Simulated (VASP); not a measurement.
Here is a VASP 6.6.1 calculation.

Contents of INCAR:

```
SYSTEM = InSb
PREC     = Accurate       ! precision mode
ENCUT    = 500            ! plane-wave cutoff, eV
EDIFF    = 1E-6           ! SCF threshold, eV
ISMEAR   = -1             ! smearing method
SIGMA    = 0.0272         ! smearing width, eV
LREAL    = .False.        ! projectors in reciprocal space
LASPH    = .True.         ! aspherical terms in the spheres
NELM     = 120            ! most SCF steps
ALGO     = Normal         ! electronic algorithm
ISIF     = 2              ! what is computed and relaxed
LWAVE    = .False.        ! write WAVECAR
LCHARG   = .True.         ! write CHGCAR
GGA      = CA             ! functional
LELF     = .True.         ! ELF
LVHAR    = .True.       
NBANDS   = 16             ! bands
GGA_COMPAT= .False.
```

File KPOINTS:

```
Automatic mesh
0
Gamma
  6 6 6
  0 0 0
```

POSCAR

```
InSb
1.0
    0.0000000000      3.2391000000      3.2391000000
    3.2391000000      0.0000000000      3.2391000000
    3.2391000000      3.2391000000      0.0000000000
In Sb
1 1
Direct
    0.0000000000      0.0000000000      0.0000000000
    0.7500000000      0.7500000000      0.7500000000
```

Potentials or basis: VASP PAW LDA potentials, release 64 (In_d, Sb).

Run with:

```sh
$ cat potpaw_LDA.64/In_d/POTCAR potpaw_LDA.64/Sb/POTCAR > POTCAR
$ mpirun -np 1 vasp_std > vasp.out
```

(1) Estimate the band gap on the k mesh.

(2) What does it give for the pressure?

## Answers

(1) zero (filled and empty bands touch).

(2) -0.4 GPa.

Caveat: spin-orbit coupling is left out, which moves the levels of the heavy elements.

**Measured values to compare with.**

“Electronic Structure and Epitaxy of CdTe Shells on InSb Nanowires”, 2021, arxiv:2111.05126 quotes, for a bulk crystal of InSb: band gap 0.24 eV.

A measured gap of InSb is 0.24 eV (quoted in “Electronic Structure and Epitaxy of CdTe Shells on InSb Nanowires”, 2021, arxiv:2111.05126); the calculated 0.00 eV misses it by -0.24 eV. Spin-orbit coupling on In, Sb is left out. The value is that of LDA on a finite k mesh, which can miss the band edges, without temperature or zero-point motion. Semilocal functionals fall short of measured gaps as a rule.
